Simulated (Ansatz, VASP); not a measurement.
MgS: VASP beside Ansatz

INCAR

```
SYSTEM = MgS
ALGO = Normal
EDIFF = 1E-8
ENCUT = 520
GGA = PS
ISIF = 2
ISMEAR = -1
LASPH = .True.
LCHARG = .False.
LEFG = .True.
LREAL = .False.
LWAVE = .False.
NBANDS = 11
NELM = 80
PREC = Accurate
SIGMA = 0.03
```

KPOINTS

```
k-points
0
Gamma
  10 10 10
  0 0 0
```

File POSCAR:

```
MgS
1.0
    0.0260165000      2.6146582500      2.6146582500
    2.6146582500      0.0260165000      2.6146582500
    2.6146582500      2.6146582500      0.0260165000
Mg S
1 1
Direct
    0.0000000000      0.0000000000      0.0000000000
    0.5000000000      0.5000000000      0.5000000000
```

Input for Ansatz:

```yaml
crystal:
  lattice:
    - [0.0260165, 2.61465825, 2.61465825]
    - [2.61465825, 0.0260165, 2.61465825]
    - [2.61465825, 2.61465825, 0.0260165]
  atoms:
    - { symbol: Mg, position: [0.0, 0.0, 0.0] }
    - { symbol: S, position: [0.5, 0.5, 0.5] }
kpoints:
  mp_grid: { grid: [10, 10, 10] }
scf:
  occupations: { method: fermi_dirac, width: 0.03 }
hamiltonian:
  xc: pbesol
  pseudopotentials: { kind: all_electron, datasets: crystal }
output:
  forces: true
  stress: true
  eigenvalues: true
  efg: { contact_densities: true }
```

Change from the starting cell: equal xy, yz and zx shear strains of +1 %, crystal datasets.

Alike in both runs: task electric field gradients; functional PBEsol; k mesh 10 × 10 × 10; occupations fermi-dirac, width 0.03 eV; no spin polarisation.

```csv
,VASP,Ansatz
version,VASP 6.6.1,Ansatz 0.2.0
potentials or method,"VASP PAW PBE potentials, release 64 (Mg, S), cutoff 520 eV","all-electron PAW with datasets made for the crystal, scalar-relativistic"
```

Ansatz gave:

- gap on the k mesh at the Fermi level (eV): 2.65
- pressure (GPa): -1.0
- traceless stress, the component that is largest in VASP (GPa): -0.54
- size of Vzz on the site where it differs most (V/Å²): 0.5

Problem. Which values does VASP return?

Solution. gap on the k mesh at the Fermi level (eV): 2.65; pressure (GPa): -1.1; traceless stress, the component that is largest in VASP (GPa): -0.54; size of Vzz on the site where it differs most (V/Å²): 0.3.

VASP's potentials were made for PBE, not for PBEsol. Ansatz ran all-electron here, and VASP with PAW potentials.
